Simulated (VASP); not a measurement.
Wanted: the native input for a VASP 6.6.1 run.

- Task: single point
- Functional: RPBE
- Potentials or basis: VASP PAW PBE potentials, release 64 (Pb_d, Se)
- Cutoff: 520 eV
- k mesh: 7 × 7 × 7
- Occupations: methfessel-paxton, width 0.129 eV
- Spin: no spin polarisation
- Dipole correction: no
- Further INCAR settings: ALGO = Normal; EDIFF = 1e-07; NBANDS = 17

The structure of PbSe lies in POSCAR:

```
PbSe
1.0
    0.0000000000      3.0767570000      3.0767570000
    3.0767570000      0.0000000000      3.0767570000
    3.0767570000      3.0767570000      0.0000000000
Pb Se
1 1
Direct
    0.0000000000      0.0000000000      0.0000000000
    0.5000000000      0.5000000000      0.5000000000
```

One way to write it, as run:

INCAR

```
SYSTEM = PbSe
  PREC = Accurate
  ENCUT = 520
  EDIFF = 1E-7
  ISMEAR = 1
  SIGMA = 0.129
  LREAL = .FALSE.
  LASPH = .TRUE.
  NELM = 80
  ALGO = Normal
  ISIF = 2
  LWAVE = .FALSE.
  LCHARG = .TRUE.
  GGA = RP
  LELF = .TRUE.
  LVHAR = .TRUE.
  NBANDS = 17
```

KPOINTS

```
regular mesh
0
G
  7 7 7
  0 0 0
```

Potentials or basis: VASP PAW PBE potentials, release 64 (Pb_d, Se).

Command:

```sh
$ cat potpaw_PBE.64/Pb_d/POTCAR potpaw_PBE.64/Se/POTCAR > POTCAR
$ mpirun -np 1 vasp_std > vasp.out
```

Results of the run:

* Pressure: 3.3 GPa

Caveat: the PAW data sets were made with another functional, which shifts forces and pressure a little.

Run time: 21 s on 1 thread of Intel Xeon 6975P-C, on a shared host, peak memory 0.18 GiB.
